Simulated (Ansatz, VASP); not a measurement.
HgTe in VASP and in Ansatz

```
Hg Te
1.0
     2.99252   -3.46693    0.00000
     2.99252    3.46693    0.00000
     0.00000    0.00000    5.79816
Hg Te
2 2
Cartesian
  2.9925 -1.0883 1.4495
  2.9925 1.0883 4.3486
  2.9925 1.9748 1.4495
  2.9925 -1.9748 4.3486
```

Alike in both runs: functional r2SCAN; k mesh 4 × 4 × 3; occupations fermi-dirac, width 0.05 eV; no spin polarisation.

|  | VASP | Ansatz |
| --- | --- | --- |
| version | VASP 6.6.1 | Ansatz 0.2.0 |
| potentials or method | VASP PAW PBE potentials, release 64 (Hg, Te) | Ansatz PAW |
| plane-wave cutoff (eV) | 520 | 500 |
| valence electrons in the cell | 36 | 72 |
| task | single point | projected density of states |

|  | VASP | Ansatz | Ansatz less VASP |
| --- | --- | --- | --- |
| gap on the k mesh at the Fermi level (eV) | none | none | - |
| pressure (GPa) | -1.0 | -1.1 | -0.12 |
| traceless stress, the component that is largest in VASP (GPa) | 0.53 | 0.56 | +0.038 |
| rms of the force components (eV/Å) | 0.029 | 0.022 | -0.0062 |

VASP's potentials were made for PBE, not for r2SCAN. Atom by atom the forces differ by 0.006 eV/Å (rms over components). A gap of «none» marks a metal or a gap that the smearing closes. VASP's potentials hold 36 valence electrons a cell and Ansatz's 72, so a difference there can come from the potentials and not from the codes.

The k mesh is coarse, so the values compare programs but aren't converged. Neither program's run includes spin-orbit coupling.
